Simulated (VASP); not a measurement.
Runs of VASP 6.6.1 on MoH5. The structure is that of space group P6/mmm (No. 191), or close to it. The cells are those of the table. 

```csv
task,cell,k mesh,cutoff (eV),gap on the mesh (eV),pressure (GPa)
single point,"a = 4.428, b = 4.428, c = 3.616 Å, angles 90.0, 90.0, 120.0°, 6 atoms",6 × 6 × 6,520,none,-31.6
relaxation of cell and atoms,"relaxed from a = 4.428, b = 4.428, c = 3.616 Å, angles 90.0, 90.0, 120.0°, 6 atoms",6 × 6 × 6,600,none,-0.3
single point,"a = 3.325, b = 3.325, c = 2.990 Å, angles 90.0, 90.0, 120.0°, 6 atoms",6 × 6 × 6,520,none,(a)
single point,"a = 3.326, b = 3.326, c = 2.990 Å, angles 90.0, 90.0, 120.0°, 6 atoms",12 × 12 × 12,520,none,0.0
relaxation of cell and atoms,"relaxed from a = 3.325, b = 3.325, c = 2.990 Å, angles 90.0, 90.0, 120.0°, 6 atoms",12 × 12 × 12,600,none,0.2
```

Alike in all rows: level PBE; potentials or basis VASP PAW PBE potentials, release 64 (H, Mo_sv); no spin polarisation; smearing gaussian 0.1 eV.

Question: Estimate the missing entries.

Answer: (a) -0.2.

Caveats: some runs use coarse meshes; the relaxation stopped at its first step, so nothing moved (some runs).

A k mesh can miss the band edges, and the runs leave out spin-orbit coupling on Mo.

A gap of «none» marks levels without a gap at the run's occupations.
